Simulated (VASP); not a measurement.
The system is Sn4H.

```xyz
5
Lattice="-2.8808 2.8808 3.9009 2.8808 -2.8808 3.9009 2.8808 2.8808 -3.9009" Properties=species:S:1:pos:R:3 pbc="T T T"
Sn    0.0000    0.0000    1.3015
Sn    0.0000    0.0000    6.5003
Sn    0.0000    2.8808    1.9504
Sn    2.8808    0.0000    1.9504
H     0.0000    0.0000    3.9009
```

The cell was built from a structure type or drawn by symmetry, and may not be a known phase.

- Program: VASP 6.6.1
- Task: relaxation of cell and atoms
- Functional: PBE
- Potentials or basis: VASP PAW PBE potentials, release 64 (Sn_d, H)
- Cutoff: 600 eV
- k mesh: 4 × 4 × 4
- Occupations: gaussian, width 0.2 eV
- Spin: no spin polarisation

At the start: pressure 3.1 GPa; volume 25.90 Å³/atom.

Question: Where does the relaxation end?

Answer: Over 13 steps the energy falls by 294.7 meV/atom and the volume is 25.77 Å³/atom (-0.5 %); space group I4/mmm (No. 139, to 0.1 Å) before and after.

The path:
```csv
step,energy change (eV),largest force (eV/Å),pressure (GPa),volume (Å³)
1,0.0000,2.6925,3.13,129.50
2,-0.4629,0.8540,-1.16,139.21
3,-0.4875,0.7011,-1.75,141.33
4,-0.4964,0.5313,-2.72,145.61
5,-0.9985,0.6154,-2.54,140.23
6,-0.0708,4.6170,6.86,122.11
7,-1.1821,0.7496,-2.21,137.04
8,-1.4517,0.2477,-0.17,129.82
9,-1.4617,0.2210,-0.94,131.83
10,-1.4685,0.0632,-0.67,131.09
11,-1.4678,0.0075,-0.54,130.77
12,-1.4723,0.0854,0.46,127.97
13,-1.4737,0.0580,0.11,128.86
```

Final structure:
```
Sn H
1.0
    -3.05990    3.05990    3.44071
     3.05990   -3.05990    3.44071
     3.05990    3.05990   -3.44071
Sn H
4 1
Cartesian
  0.0000 0.0000 1.5386
  0.0000 0.0000 5.3428
  0.0000 3.0599 1.7204
  3.0599 0.0000 1.7204
  0.0000 0.0000 3.4407
```

Caveat: the relaxation stopped at a loose force limit of 0.08 eV/Å, so its end isn't a converged minimum.
